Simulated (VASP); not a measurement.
# PbI2 (P-3m1) in VASP: further runs

PbI2 is run at these levels: r2SCAN; tasks: single point.

Program: VASP 6.6.1. These are calculated values, not measurements. Logs are shortened: lines on timing, memory, paths and dates and some standing lists are left out, and cuts for length are marked.

## Step 1: The cell of the first run

Symmetry: P-3m1, No. 164, trigonal system. Conventional cell: a = 4.555 Å, b = 4.555 Å, c = 6.977 Å, α = 90.00°, β = 90.00°, γ = 120.00°. Pb (site symmetry -3m) has 6 I at 3.21 Å within 4.2 Å. I (site symmetry 3m) has 3 Pb at 3.21 Å and 3 I at 4.20 Å within 4.3 Å.

## Step 2: Single point, r2SCAN

POSCAR

```
PbI2
1.0
    4.5550000000      0.0000000000      0.0000000000
   -2.2775000000      3.9447460000      0.0000000000
    0.0000000000      0.0000000000      6.9770000000
Pb I
1 2
Direct
    0.0000000000      0.0000000000      0.0000000000
    0.3333333333      0.6666666667      0.2650000000
    0.6666666667      0.3333333333      0.7350000000
```

INCAR.step1

```
PREC = Accurate ; ENCUT = 550
ISMEAR = 0 ; SIGMA = 0.01
LREAL = False ; LASPH = True
NELM = 120 ; NBANDS = 21
GGA = PE ; ALGO = Normal
EDIFF = 1E-5 ; LWAVE = True
LCHARG = False ; GGA_COMPAT = False
```

INCAR.step2

```
PREC = Accurate ; ENCUT = 550
EDIFF = 1E-6 ; ISMEAR = 0
SIGMA = 0.01 ; LREAL = False
LASPH = True ; NELM = 120
ALGO = Normal ; ISIF = 2
LWAVE = False ; LCHARG = False
METAGGA = R2SCAN ; LMIXTAU = True
NBANDS = 21 ; ISTART = 1
GGA_COMPAT = False
```

KPOINTS

```
Automatic mesh
0
Gamma
  2 2 1
```

Potentials or basis: VASP PAW PBE potentials, release 64 (Pb_d, I).

Launch:

```bash
> cat potpaw_PBE.64/Pb_d/POTCAR potpaw_PBE.64/I/POTCAR > POTCAR
> cp INCAR.step1 INCAR
> mpirun -np 1 vasp_std > vasp.out
> cp INCAR.step2 INCAR
> mpirun -np 1 vasp_std > vasp.out
```

OUTCAR:

```text
PREC = Accurate
   ENCUT = 550
   EDIFF = 1E-6
   ISMEAR = 0
   LREAL = False
   LASPH = True
   NELM = 120
   ISIF = 2
   METAGGA = R2SCAN
   ISTART = 1

 ion  position               nearest neighbor table
   1  0.000  0.000  0.000-   2 3.21   3 3.21   3 3.21   2 3.21   3 3.21   2 3.21
   2  0.333  0.667  0.265-   1 3.21   1 3.21   1 3.21
   3  0.667  0.333  0.735-   1 3.21   1 3.21   1 3.21

  LATTYP: Found a hexagonal cell.
 ALAT       =     4.5550000000
 C/A-ratio  =     1.5317233809

  Lattice vectors:

 A1 = (   4.5550000000,   0.0000000000,   0.0000000000)
 A2 = (  -2.2775000000,   3.9447460000,   0.0000000000)
 A3 = (   0.0000000000,   0.0000000000,   6.9770000000)

Analysis of symmetry for initial positions (statically):
=====================================================================
 Subroutine PRICEL returns:
 Original cell was already a primitive cell.

 Routine SETGRP: Setting up the symmetry group for a
 hexagonal supercell.

 Subroutine GETGRP returns: Found 12 space group operations
 (whereof 12 operations were pure point group operations)
 out of a pool of 24 trial point group operations.

The static configuration has the point symmetry D_3d.

Analysis of symmetry for dynamics (positions and initial velocities):
=====================================================================
 Subroutine PRICEL returns:
 Original cell was already a primitive cell.

 Routine SETGRP: Setting up the symmetry group for a
 hexagonal supercell.

 Subroutine GETGRP returns: Found 12 space group operations
 (whereof 12 operations were pure point group operations)
 out of a pool of 24 trial point group operations.

The dynamic configuration has the point symmetry D_3d.

 Subroutine INISYM returns: Found 12 space group operations
 (whereof 12 operations are pure point group operations),
 and found     1 'primitive' translations

----------------------------------------------------------------------------------------

                                     Primitive cell

  volume of cell :     125.3650

  direct lattice vectors                    reciprocal lattice vectors
     4.555000000  0.000000000  0.000000000     0.219538968  0.126750873  0.000000000
    -2.277500000  3.944746000  0.000000000     0.000000000  0.253501746  0.000000000
     0.000000000  0.000000000  6.977000000     0.000000000  0.000000000  0.143328078

  length of vectors
     4.555000000  4.555000247  6.977000000     0.253501760  0.253501746  0.143328078

  position of ions in fractional coordinates (direct lattice)
     0.000000000  0.000000000  0.000000000
     0.333333333  0.666666667  0.265000000
     0.666666667  0.333333333  0.735000000

  ion indices of the primitive-cell ions
   primitive index   ion index
                 1           1
                 2           2
                 3           3

----------------------------------------------------------------------------------------

 KPOINTS: Automatic mesh

Automatic generation of k-mesh.
 Grid dimensions read from file:
 generate k-points for:    2    2    1

 Generating k-lattice:

  Cartesian coordinates                     Fractional coordinates (reciprocal lattice)
     0.109769484  0.063375437  0.000000000     0.500000000 -0.000000000  0.000000000
     0.000000000  0.126750873  0.000000000     0.000000000  0.500000000  0.000000000
     0.000000000  0.000000000  0.143328078     0.000000000  0.000000000  1.000000000

  Length of vectors
     0.126750880  0.126750873  0.143328078

  Shift w.r.t. Gamma in fractional coordinates (k-lattice)
     0.000000000  0.000000000  0.000000000

 Subroutine IBZKPT returns following result:
 ===========================================

 Found      2 irreducible k-points:

 Following reciprocal coordinates:
            Coordinates               Weight
  0.000000  0.000000  0.000000      1.000000
  0.500000 -0.000000  0.000000      3.000000
   k-points           NKPTS =      2   k-points in BZ     NKDIM =      2   number of bands    NBANDS=     21
   number of dos      NEDOS =    301   number of ions     NIONS =      3
   total plane-waves  NPLWV =  69984
   dimension x,y,z NGX =    36 NGY =   36 NGZ =   54
   dimension x,y,z NGXF=    72 NGYF=   72 NGZF=  108
   ions per type =               1   2
   NGX,Y,Z   is equivalent  to a cutoff of  13.14, 13.14, 12.87 a.u.
   NGXF,Y,Z  is equivalent  to a cutoff of  26.28, 26.28, 25.73 a.u.
 SYSTEM =  unknown system
   PREC   = accura    normal or accurate (medium, high low for compatibility)
   ISTART =      1    job   : 0-new  1-cont  2-samecut
   ICHARG =      0    charge: 1-file 2-atom 10-const
   ISPIN  =      1    spin polarized calculation?
   LNONCOLLINEAR =      F non collinear calculations
   LSORBIT =      F    spin-orbit coupling
   LASPH  =      T    aspherical Exc in radial PAW
   ENCUT  =  550.0 eV  40.42 Ry    6.36 a.u.   8.71  8.71 13.34*2*pi/ulx,y,z
   NELM   =    120;   NELMIN=  2; NELMDL=  0     # of ELM steps
   EDIFF  = 0.1E-05   stopping-criterion for ELM
   LREAL  =      F    real-space projection
   EDIFFG = 0.1E-04   stopping-criterion for IOM
   NSW    =      0    number of steps for IOM
   IBRION =     -1    ionic relax: 0-MD 1-quasi-New 2-CG
   NFREE  =      0    steps in history (QN), initial steepest desc. (CG)
   ISIF   =      2    stress and relaxation
   ISYM   =      2    0-nonsym 1-usesym 2-fastsym
   POTIM  = 0.5000    time-step for ionic-motion
   TEBEG  =    0.0;   TEEND  =   0.0 temperature during run
   PSTRESS=    0.0 pullay stress
   NELECT =      28.0000    total number of electrons
   NUPDOWN=      -1.0000    fix difference up-down
   EMIN   =  10.00;   EMAX   =-10.00  energy-range for DOS
   EFERMI =   0.00;   METHOD = LEGACY
   ISMEAR =     0;   SIGMA  =   0.01  broadening in eV -4-tet -1-fermi 0-gaus
   EFERMI_NEDOS =   21; number of points for ismear=-14 and -15
   IALGO  =     38    algorithm
   IMIX   =      4    mixing-type and parameters
     AMIX     =   0.40;   BMIX     =  1.00
     AMIX_MAG =   1.60;   BMIX_MAG =  1.00
  volume/ion in A,a.u.               =      41.79       282.00
  Fermi-wavevector in a.u.,A,eV,Ry     =   0.993273  1.877014 13.423399  0.986592
  Thomas-Fermi vector in A             =   2.125144
   LORBIT       =      0    0 simple, 1 ext, 2 COOP (PROOUT), +10 PAW based schemes
   METAGGA = R2SCAN    functional components
   LHFCALC =     F    Hartree Fock is set to
   AEXX    =    0.0000 exact exchange contribution
   IVDW    =     0    specifies the selected vdW correction
   LEPSILON=     F    determine dielectric tensor
   LRPA    =     F    only Hartree local field effects (RPA)
 non-spin polarized calculation
 Gauss-broadening in eV      SIGMA  =   0.01
  energy-cutoff  :      550.00
  volume of cell :      125.36
 maximum number of plane-waves:      3660
 NGX is ok and might be reduce to    36
   NGX = 17   NGY = 17   NGZ = 27

 number of electron      28.0000001 magnetization

 Free energy of the ion-electron system (eV)
  ---------------------------------------------------
  ext. energy  EPLUGINS =         0.00000000
  ---------------------------------------------------
  free energy    TOTEN  =      -107.45285130 eV

  energy without entropy =     -107.45285130  energy(sigma->0) =     -107.45285130

 E-fermi :   2.1591     XC(G=0):  -8.5561

 val. band max:        2.0727203779   @ k =   0.5000  -0.0000   0.0000
 cond. band min:       5.2570198423   @ k =   0.0000   0.0000   0.0000
 fundamental gap:      3.1842994645
 Fermi energy:         2.1591287167

 k-point     1 :       0.0000    0.0000    0.0000
  band No.  band energies     occupation
      1     -14.3272      2.00000
      2     -14.3272      2.00000
      3     -14.3260      2.00000
      4     -14.3014      2.00000
      5     -14.3014      2.00000
      6     -10.1687      2.00000
[... 13 lines left out ...]
     20      10.7428      0.00000
     21      10.8597      0.00000

 k-point     2 :       0.5000   -0.0000    0.0000
  band No.  band energies     occupation
      1     -14.3749      2.00000
      2     -14.3275      2.00000
      3     -14.3177      2.00000
      4     -14.3005      2.00000
      5     -14.2825      2.00000
      6      -9.4584      2.00000
[... 13 lines left out ...]
     20      12.0382      0.00000
     21      12.8528      0.00000

------------------------ aborting loop because EDIFF is reached ----------------------------------------

  FORCE on cell =-STRESS in cart. coord.  units (eV):
  Direction    XX          YY          ZZ          XY          YZ          ZX
  --------------------------------------------------------------------------------------
  -------------------------------------------------------------------------------------
  Total        2.0757041      2.0757044      0.2134766     -0.0000000      0.0000000      0.0000000
  in kB       26.5277169     26.5277207      2.7282530     -0.0000000      0.0000000      0.0000000
  external PRESSURE =      18.5945635 kB  Pullay stress =       0.0000000 kB

 VOLUME and BASIS-vectors are now :
 -----------------------------------------------------------------------------
  energy-cutoff  :      550.00
  volume of cell :      125.36
      direct lattice vectors                 reciprocal lattice vectors
     4.555000000  0.000000000  0.000000000     0.219538968  0.126750873  0.000000000
    -2.277500000  3.944746000  0.000000000     0.000000000  0.253501746  0.000000000
     0.000000000  0.000000000  6.977000000     0.000000000  0.000000000  0.143328078

 POSITION                                       TOTAL-FORCE (eV/Angst)
 -----------------------------------------------------------------------------------
      0.00000      0.00000      0.00000         0.000000      0.000000      0.000000
     -0.00000      2.62983      1.84891        -0.000000      0.000000     -0.167525
      2.27750      1.31492      5.12809         0.000000     -0.000000      0.167525
 -----------------------------------------------------------------------------------
    total drift:                               -0.000000     -0.000000      0.000000

  FREE ENERGIE OF THE ION-ELECTRON SYSTEM (eV)
  ---------------------------------------------------
  free  energy   TOTEN  =      -107.4528513018 eV

  energy  without entropy=     -107.4528513018  energy(sigma->0) =     -107.45285130
```

Run time: 2.1 min. Hardware: 1 thread of Intel Xeon 8259CL, shared host; peak memory 0.27 GiB.

Results:

```yaml
Free_energy: -107.4529 eV
Pressure: 1.9 GPa
Largest_force: 0.168 eV/Å
Band_gap_on_the_k_mesh: 3.18 eV (least direct gap 3.53 eV)
```

Forces in eV/Å, atoms in the order of the input:
```
Pb   0.000  0.000  0.000
I    0.000  0.000 -0.168
I    0.000  0.000  0.168
```

Caveat: the k points lie up to 0.90 Å⁻¹ apart; the PAW data sets were made with another functional, which shifts forces and pressure a little; spin-orbit coupling is left out, which moves the levels of the heavy elements; an odd mesh through Γ misses points on the zone boundary, where band edges can lie. r2SCAN opens gaps a little over a GGA but as a rule still falls short of measured ones.

## Step 3: Single point, r2SCAN

POSCAR is that of step 2.

INCAR.step1

```
PREC     = Accurate       # precision mode
ENCUT    = 550            # plane-wave cutoff, eV
ISMEAR   = 0              # smearing method
SIGMA    = 0.01           # smearing width, eV
LREAL    = False          # projectors in reciprocal space
LASPH    = True           # aspherical terms in the spheres
NELM     = 120            # most SCF steps
NBANDS   = 21             # bands
GGA      = PE             # functional
ALGO     = Normal         # electronic algorithm
EDIFF    = 1E-5           # SCF threshold, eV
LWAVE    = True           # write WAVECAR
LCHARG   = False          # write CHGCAR
GGA_COMPAT= False
```

INCAR.step2

```
PREC     = Accurate       # precision mode
ENCUT    = 550            # plane-wave cutoff, eV
EDIFF    = 1E-6           # SCF threshold, eV
ISMEAR   = 0              # smearing method
SIGMA    = 0.01           # smearing width, eV
LREAL    = False          # projectors in reciprocal space
LASPH    = True           # aspherical terms in the spheres
NELM     = 120            # most SCF steps
ALGO     = Normal         # electronic algorithm
ISIF     = 2              # what is computed and relaxed
LWAVE    = False          # write WAVECAR
LCHARG   = False          # write CHGCAR
METAGGA  = R2SCAN         # meta-GGA
LMIXTAU  = True         
NBANDS   = 21             # bands
ISTART   = 1            
GGA_COMPAT= False
```

KPOINTS

```
Automatic mesh
0
Gamma
  3 3 2
```

Potentials or basis: VASP PAW PBE potentials, release 64 (Pb_d, I).

Launch:

```bash
> cat potpaw_PBE.64/Pb_d/POTCAR potpaw_PBE.64/I/POTCAR > POTCAR
> cp INCAR.step1 INCAR
> mpirun -np 1 vasp_std > vasp.out
> cp INCAR.step2 INCAR
> mpirun -np 1 vasp_std > vasp.out
```

Run time: 2.9 min. Hardware: 1 thread of Intel Xeon 8259CL, shared host; peak memory 0.27 GiB.

Results (log left out):

```
Free energy            : -107.6501 eV
Pressure               : 1.3 GPa
Largest force          : 0.084 eV/Å
Band gap on the k mesh : 2.61 eV
```

Forces in eV/Å, atoms in the order of the input:
```
Pb   0.000  0.000  0.000
I    0.000  0.000  0.084
I    0.000  0.000 -0.084
```

Levels at points of the mesh, in eV from the valence-band top:
| k point | band 11 | band 12 | band 13 | band 14 | band 15 | band 16 | band 17 | band 18 |
| --- | --- | --- | --- | --- | --- | --- | --- | --- |
| (0.00, 0.00, 0.00) | -1.10 | -1.01 | -1.01 | -0.76 | 2.82 | 3.66 | 3.66 | 6.96 |
| (0.00, 0.00, 0.50) | -1.24 | -0.83 | -0.83 | 0.00 | 2.61 | 3.47 | 3.47 | 6.88 |

Caveat: the k points lie up to 0.53 Å⁻¹ apart; the PAW data sets were made with another functional, which shifts forces and pressure a little; spin-orbit coupling is left out, which moves the levels of the heavy elements; an odd mesh through Γ misses points on the zone boundary, where band edges can lie.

## Step 4: Single point, r2SCAN

POSCAR is that of step 3.

INCAR.step1

```
SYSTEM = PbI2
ALGO = Normal
EDIFF = 1E-5
ENCUT = 550
GGA = PE
GGA_COMPAT = .False.
ISMEAR = 0
LASPH = .True.
LCHARG = .False.
LREAL = .False.
LWAVE = .True.
NBANDS = 21
NELM = 120
PREC = Accurate
SIGMA = 0.01
```

INCAR.step2

```
SYSTEM = PbI2
ALGO = Normal
EDIFF = 1E-6
ENCUT = 550
GGA_COMPAT = .False.
ISIF = 2
ISMEAR = 0
ISTART = 1
LASPH = .True.
LCHARG = .False.
LMIXTAU = .True.
LREAL = .False.
LWAVE = .False.
METAGGA = R2SCAN
NBANDS = 21
NELM = 120
PREC = Accurate
SIGMA = 0.01
```

KPOINTS

```
k-points
0
Gamma
  4 4 3
  0 0 0
```

Launch:

```bash
> cat potpaw_PBE.64/Pb_d/POTCAR potpaw_PBE.64/I/POTCAR > POTCAR
> cp INCAR.step1 INCAR
> mpirun -np 1 vasp_std > vasp.out
> cp INCAR.step2 INCAR
> mpirun -np 1 vasp_std > vasp.out
```

Wall time 3 min (1 thread of Intel Xeon 8259CL, shared host); peak memory 0.28 GiB.

The run converged. Its results:

| Item | Value |
| --- | --- |
| Free energy | -107.6583 eV |
| Pressure | 1.3 GPa |
| Largest force | 0.131 eV/Å |
| Band gap on the k mesh | 2.79 eV |

Forces on the atoms (eV/Å):
```
Pb   0.000  0.000  0.000
I    0.000  0.000  0.131
I    0.000  0.000 -0.131
```

Stress tensor (GPa, compression positive):
```
1.26 0.00 0.00
0.00 1.26 0.00
0.00 0.00 1.38
```

Levels at points of the mesh, in eV from the valence-band top:
```csv
k point,band 12,band 13,band 14,band 15,band 16,band 17
"(0.00, 0.00, 0.00)",-0.89,-0.89,-0.63,2.94,3.79,3.79
"(0.50, 0.00, 0.00)",-1.52,-0.73,-0.28,3.37,4.16,5.26
```

Caveat: the PAW data sets were made with another functional, which shifts forces and pressure a little; spin-orbit coupling is left out, which moves the levels of the heavy elements; an odd mesh through Γ misses points on the zone boundary, where band edges can lie.

[end of part 1 of 2]
